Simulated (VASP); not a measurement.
# Ba (P6_3/mmc) in VASP: notebook, part 2 of 2

VASP 6.6.1. The steps go on from the part before.

## Step 3: Single point, LDA (60.26 Å³/atom)

This run uses another cell than the first one, of 60.26 Å³/atom.

Input file INCAR:

```
SYSTEM = Ba
ALGO = Normal
EDIFF = 1E-6
ENCUT = 520
GGA = CA
ISIF = 2
ISMEAR = -1
LASPH = .TRUE.
LCHARG = .FALSE.
LREAL = .FALSE.
LWAVE = .FALSE.
NBANDS = 28
NELM = 80
PREC = Accurate
SIGMA = 0.1
```

Input file KPOINTS:

```
k-points
0
G
  10 10 3
  0 0 0
```

Input file POSCAR:

```
Ba
1.0
    4.4051415160      0.0000000000      0.0000000000
   -2.2025707580      3.8149644601      0.0000000000
    0.0000000000      0.0000000000     14.3429870881
Ba
4
Direct
    1.0000000000      1.0000000000      0.0000000000
    1.0000000000      0.0000000000      0.5000000000
    0.3333333333      0.6666666667      0.2500000000
    0.6666666667      0.3333333333      0.7500000000
```

Potentials or basis: VASP PAW LDA potentials, release 64 (Ba_sv).

The run is started by

```sh
> cat potpaw_LDA.64/Ba_sv/POTCAR > POTCAR
> mpirun -np 1 vasp_std > vasp.out
```

OUTCAR:

```text
SYSTEM = Ba
   EDIFF = 1E-6
   ENCUT = 520
   GGA = CA
   ISIF = 2
   ISMEAR = -1
   LASPH = .TRUE.
   LREAL = .FALSE.
   NELM = 80
   PREC = Accurate

 ion  position               nearest neighbor table
   1  0.000  0.000  0.000-   3 4.40   4 4.40   3 4.40   4 4.40   4 4.40   3 4.40
   2  0.000  0.000  0.500-   3 4.40   4 4.40   3 4.40   4 4.40   4 4.40   3 4.40
   3  0.333  0.667  0.250-   1 4.40   2 4.40   1 4.40   2 4.40   1 4.40   2 4.40
   4  0.667  0.333  0.750-   1 4.40   2 4.40   1 4.40   2 4.40   1 4.40   2 4.40

  LATTYP: Found a hexagonal cell.
 ALAT       =     4.4051415160
 C/A-ratio  =     3.2559651117

  Lattice vectors:

 A1 = (   4.4051415160,   0.0000000000,   0.0000000000)
 A2 = (  -2.2025707580,   3.8149644601,   0.0000000000)
 A3 = (   0.0000000000,   0.0000000000,  14.3429870881)

Analysis of symmetry for initial positions (statically):
=====================================================================
 Subroutine PRICEL returns:
 Original cell was already a primitive cell.

 Routine SETGRP: Setting up the symmetry group for a
 hexagonal supercell.

 Subroutine GETGRP returns: Found 24 space group operations
 (whereof 12 operations were pure point group operations)
 out of a pool of 24 trial point group operations.

The static configuration has the point symmetry D_3d.
 The point group associated with its full space group is D_6h.

Analysis of symmetry for dynamics (positions and initial velocities):
=====================================================================
 Subroutine PRICEL returns:
 Original cell was already a primitive cell.

 Routine SETGRP: Setting up the symmetry group for a
 hexagonal supercell.

 Subroutine GETGRP returns: Found 24 space group operations
 (whereof 12 operations were pure point group operations)
 out of a pool of 24 trial point group operations.

The dynamic configuration has the point symmetry D_3d.
 The point group associated with its full space group is D_6h.

 Subroutine INISYM returns: Found 24 space group operations
[... 121 lines left out ...]
     AMIX_MAG =   1.60;   BMIX_MAG =  1.00
  volume/ion in A,a.u.               =      60.26       406.66
  Fermi-wavevector in a.u.,A,eV,Ry     =   0.899632  1.700058 11.011706  0.809338
  Thomas-Fermi vector in A             =   2.022490
   LORBIT       =      0    0 simple, 1 ext, 2 COOP (PROOUT), +10 PAW based schemes
   GGA     = CA    functional components
   LHFCALC =     F    Hartree Fock is set to
   AEXX    =    0.0000 exact exchange contribution
   IVDW    =     0    specifies the selected vdW correction
   LEPSILON=     F    determine dielectric tensor
   LRPA    =     F    only Hartree local field effects (RPA)
 non-spin polarized calculation
  energy-cutoff  :      520.00
  volume of cell :      241.04
 maximum number of plane-waves:      6518
 NGX is ok and might be reduce to    36
   NGX = 17   NGY = 17   NGZ = 53

 number of electron      39.9999997 magnetization

 Free energy of the ion-electron system (eV)
  ---------------------------------------------------
  ext. energy  EPLUGINS =         0.00000000
  ---------------------------------------------------
  free energy    TOTEN  =        -8.98107448 eV

  energy without entropy =       -8.75292149  energy(sigma->0) =       -8.86699798

 E-fermi :   1.6064     XC(G=0):  -7.7576

 val. band max:        1.6007070430   @ k =   0.4000   0.1000   0.3333
 cond. band min:       1.6083118683   @ k =   0.5000   0.0000   0.3333
 fundamental gap:      0.0076048254
 Fermi energy:         1.6064343109

 k-point     1 :       0.0000    0.0000    0.0000
  band No.  band energies     occupation
      1     -27.1406      2.00000
      2     -27.1177      2.00000
      3     -27.1130      2.00000
      4     -27.0899      2.00000
      5     -12.6234      2.00000
      6     -12.3623      2.00000
[... 733 lines left out ...]
     27       3.0729      0.00000
     28       3.2936      0.00000

 [... further k-points ...]

------------------------ aborting loop because EDIFF is reached ----------------------------------------

  FORCE on cell =-STRESS in cart. coord.  units (eV):
  Direction    XX          YY          ZZ          XY          YZ          ZX
  --------------------------------------------------------------------------------------
  -------------------------------------------------------------------------------------
  Total       -1.2934483     -1.2934483     -1.2770497      0.0000000      0.0000000      0.0000000
  in kB       -8.5974508     -8.5974508     -8.4884504      0.0000000      0.0000000      0.0000000
  external PRESSURE =      -8.5611173 kB  Pullay stress =       0.0000000 kB

 VOLUME and BASIS-vectors are now :
 -----------------------------------------------------------------------------
  energy-cutoff  :      520.00
  volume of cell :      241.04
      direct lattice vectors                 reciprocal lattice vectors
     4.405141516  0.000000000  0.000000000     0.227007463  0.131062820  0.000000000
    -2.202570758  3.814964460  0.000000000     0.000000000  0.262125640  0.000000000
     0.000000000  0.000000000 14.342987088     0.000000000  0.000000000  0.069720484

 POSITION                                       TOTAL-FORCE (eV/Angst)
 -----------------------------------------------------------------------------------
      0.00000      0.00000      0.00000        -0.000000      0.000000      0.000000
      0.00000      0.00000      7.17149        -0.000000      0.000000      0.000000
     -0.00000      2.54331      3.58575        -0.000000     -0.000000      0.000000
      2.20257      1.27165     10.75724         0.000000      0.000000     -0.000000
 -----------------------------------------------------------------------------------
    total drift:                               -0.000000      0.000000      0.000000

  FREE ENERGIE OF THE ION-ELECTRON SYSTEM (eV)
  ---------------------------------------------------
  free  energy   TOTEN  =        -8.9810744804 eV

  energy  without entropy=       -8.7529214884  energy(sigma->0) =       -8.86699798
```

stdout:

```text
POSCAR found type information on POSCAR Ba
 POSCAR found :  1 types and       4 ions
 scaLAPACK will be used
 LDA part: xc-table for (Slater(with rela. corr.)+CA(PZ))
 , standard interpolation
 POSCAR, INCAR and KPOINTS ok, starting setup
 FFT: planning ... GRIDC
 FFT: planning ... GRID_SOFT
 FFT: planning ... GRID
 WAVECAR not read
 entering main loop
```

Run time: 89 s. Hardware: 1 thread of Intel Xeon 6975P-C (Granite Rapids), shared host; peak memory 0.36 GiB.

Results:

```yaml
Free_energy: -8.9811 eV
Pressure: -0.9 GPa
Band_gap_on_the_k_mesh: zero (bands 20 and 21 overlap by 0.15 eV)
```

Caveat: spin-orbit coupling is left out, which moves the levels of the heavy elements.

## Step 4: Single point, LDA

This run uses another cell than the first one, of 53.80 Å³/atom.

Input file INCAR:

```
  PREC = Accurate
  ENCUT = 520
  EDIFF = 1E-6
  ISMEAR = -1
  SIGMA = 0.1
  LREAL = False
  LASPH = True
  NELM = 60
  ALGO = Normal
  ISIF = 2
  LWAVE = False
  LCHARG = True
  GGA = CA
  LELF = True
  LVHAR = True
  NBANDS = 28
```

Input file KPOINTS:

```
regular mesh
0
Gamma
  11 11 3
```

Input file POSCAR:

```
Ba
1.0
    4.2418358400      0.0000000000      0.0000000000
   -2.1209179200      3.6735375961      0.0000000000
    0.0000000000      0.0000000000     13.8112695043
Ba
4
Direct
    1.0000000000      1.0000000000      0.0000000000
    1.0000000000      0.0000000000      0.5000000000
    0.3333333333      0.6666666667      0.2500000000
    0.6666666667      0.3333333333      0.7500000000
```

The run is started by

```sh
> cat potpaw_LDA.64/Ba_sv/POTCAR > POTCAR
> mpirun -np 1 vasp_std > vasp.out
```

Run time: 80 s. Hardware: 1 thread of Intel Xeon 6975P-C (Granite Rapids), shared host; peak memory 0.33 GiB.

It converged, with:

```yaml
Free_energy: -9.0507 eV
Pressure: 0.1 GPa
Band_gap_on_the_k_mesh: zero (bands 20 and 21 overlap by 0.38 eV)
```

Levels at points of the mesh, in eV from the Fermi level:
| k point | band 17 | band 18 | band 19 | band 20 | band 21 | band 22 | band 23 | band 24 |
| --- | --- | --- | --- | --- | --- | --- | --- | --- |
| (0.00, 0.00, 0.00) | -2.83 | -1.73 | -1.72 | -1.05 | 1.11 | 1.15 | 1.69 | 1.74 |

Caveat: spin-orbit coupling is left out, which moves the levels of the heavy elements.

## Step 5: Relaxation of cell and atoms, LDA

This run uses another cell than the first one, of 62.50 Å³/atom.

Input file INCAR:

```
PREC     = Accurate       # precision mode
ENCUT    = 600            # plane-wave cutoff, eV
EDIFF    = 1E-6           # SCF threshold, eV
ISMEAR   = -1             # smearing method
SIGMA    = 0.1            # smearing width, eV
LREAL    = F              # projectors in reciprocal space
LASPH    = T              # aspherical terms in the spheres
NELM     = 80             # most SCF steps
ALGO     = Normal         # electronic algorithm
ISIF     = 3              # what is computed and relaxed
LWAVE    = F              # write WAVECAR
LCHARG   = F              # write CHGCAR
IBRION   = 2              # ionic algorithm
NSW      = 80             # ionic steps
EDIFFG   = -0.01          # ionic threshold
```

Input file KPOINTS:

```
Automatic mesh
0
Gamma
  8 8 3
```

Input file POSCAR:

```
Ba
1.0
    4.4544873730      0.0000000000      0.0000000000
   -2.2272436865      3.8576992259      0.0000000000
    0.0000000000      0.0000000000     14.5483557602
Ba
4
Direct
    0.0000000000      0.0000000000      0.0000000000
    0.0000000000      0.0000000000      0.5000000000
    0.3333333333      0.6666666667      0.2500000000
    0.6666666667      0.3333333333      0.7500000000
```

The run is started by

```sh
> cat potpaw_LDA.64/Ba_sv/POTCAR > POTCAR
> mpirun -np 1 vasp_std > vasp.out
```

Wall time 4.5 min (1 thread of Intel Xeon 6975P-C (Granite Rapids), shared host); peak memory 0.38 GiB.

The run converged. Its results:

```yaml
Free_energy: -9.0551 eV
Relaxed_volume: 54.16 Å³/atom
Relaxed_cell: a = 4.250 Å, b = 4.250 Å, c = 13.852 Å, α = 90.00°, β = 90.00°, γ = 120.00°
Space_group_after_relaxing_to_0.1_Å: P6_3/mmc (No. 194)
Energy_gained_by_relaxing: 31.6 meV/atom
Ionic_steps: 6
Pressure_after_relaxing: 0.0 GPa
Band_gap_on_the_k_mesh: zero (bands 20 and 21 overlap by 0.31 eV)
```

Step by step:
```tsv
step	energy change (eV)	largest force (eV/Å)	pressure (GPa)	volume (Å³)
1	0.0000	0.0000	-1.12	250.00
2	-0.0877	0.0000	-0.68	234.54
3	-0.1252	0.0000	-0.12	219.81
4	-0.1263	0.0000	0.00	216.89
5	-0.1262	0.0000	0.03	216.26
6	-0.1263	0.0000	0.01	216.64
```

Final structure:
```cif
data_structure
_symmetry_space_group_name_H-M 'P 1'
_symmetry_Int_Tables_number 1
_cell_length_a 4.2495
_cell_length_b 4.2495
_cell_length_c 13.8523
_cell_angle_alpha 90.000
_cell_angle_beta 90.000
_cell_angle_gamma 120.000
_cell_volume 216.64
loop_
_atom_site_label
_atom_site_type_symbol
_atom_site_fract_x
_atom_site_fract_y
_atom_site_fract_z
_atom_site_occupancy
Ba1 Ba 0.00000 0.00000 0.00000 1
Ba2 Ba 0.00000 0.00000 0.50000 1
Ba3 Ba 0.33333 0.66667 0.25000 1
Ba4 Ba 0.66667 0.33333 0.75000 1
```

Levels at points of the mesh, in eV from the Fermi level:
| k point | band 16 | band 17 | band 18 | band 19 | band 20 | band 21 | band 22 | band 23 | band 24 |
| --- | --- | --- | --- | --- | --- | --- | --- | --- | --- |
| (0.00, 0.00, 0.00) | -13.43 | -2.83 | -1.73 | -1.72 | -1.05 | 1.11 | 1.14 | 1.65 | 1.74 |
| (0.50, 0.00, 0.00) | -13.53 | -1.03 | -1.00 | -0.62 | -0.38 | 0.09 | 0.17 | 0.35 | 1.02 |

Caveat: spin-orbit coupling is left out, which moves the levels of the heavy elements.

## Step 6: The runs side by side

| task | cell | k mesh | cutoff (eV) | gap on the mesh (eV) | pressure (GPa) |
| --- | --- | --- | --- | --- | --- |
| single point | a = 4.352, b = 4.352, c = 14.170 Å, angles 90.0, 90.0, 120.0°, 4 atoms | 10 × 10 × 3 | 520 | none | -0.6 |
| single point | a = 4.405, b = 4.405, c = 14.343 Å, angles 90.0, 90.0, 120.0°, 4 atoms | 10 × 10 × 3 | 520 | none | -0.9 |
| single point | a = 4.242, b = 4.242, c = 13.811 Å, angles 90.0, 90.0, 120.0°, 4 atoms | 11 × 11 × 3 | 520 | none | 0.1 |
| relaxation of cell and atoms | relaxed from a = 4.454, b = 4.454, c = 14.548 Å, angles 90.0, 90.0, 120.0°, 4 atoms | 8 × 8 × 3 | 600 | none | 0.0 |

Alike in all rows: level LDA; potentials or basis VASP PAW LDA potentials, release 64 (Ba_sv); no spin polarisation; smearing fermi-dirac 0.1 eV.

Caveats: spin-orbit coupling is left out, which moves the levels of the heavy elements.

Total energies depend on the potentials used, so only differences within one code and one set of settings carry meaning.
